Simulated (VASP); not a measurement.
IrPt2, 6 atoms in the cell. The structure is tetragonal, space group P4/nmm (No. 129). Conventional cell: a = 2.770 Å, b = 2.770 Å, c = 11.936 Å, α = 90.00°, β = 90.00°, γ = 90.00°. Ir (site symmetry 4mm) has 8 Ir at 2.68 to 2.77 Å and 4 Pt at 2.78 Å within 3.5 Å. Pt (site symmetry 4mm) has 12 Pt at 2.77 to 2.84 Å within 3.7 Å. Pt (site symmetry 4mm) has 13 Pt at 2.77 to 4.10 Å and 5 Ir at 2.78 to 3.80 Å within 4.2 Å. 

```yaml
Program: VASP 6.6.1
Task: single point
Functional: PBE
Potentials_or_basis: VASP PAW PBE potentials, release 64 (Ir, Pt)
Cutoff: 520 eV
k_mesh: 12 × 12 × 4
Occupations: gaussian, width 0.1 eV
Spin: no spin polarisation
Dipole_correction: no
k_mesh_for_the_DOS: 18 × 18 × 6
Occupations_for_the_DOS: tetrahedron
Further_INCAR_settings: ALGO = Fast; EDIFF = 1e-06; NBANDS = 38
```

Potentials or basis: VASP PAW PBE potentials, release 64 (Ir, Pt).

Command:

```bash
$ cat potpaw_PBE.64/Ir/POTCAR potpaw_PBE.64/Pt/POTCAR > POTCAR
$ cp INCAR.step1 INCAR
$ cp KPOINTS.step1 KPOINTS
$ mpirun -np 1 vasp_std > vasp.out
$ cp INCAR.step2 INCAR
$ cp KPOINTS.step2 KPOINTS
$ mpirun -np 1 vasp_std > vasp.out
```

Hardware: 1 thread of Intel Xeon 8259CL, with other jobs on the host.

**Question.** Estimate the wall time of this run.

**Answer.** It took 21 min on 1 thread of Intel Xeon 8259CL, with other jobs on the host, peak memory 0.68 GiB. Counts: k points 220.
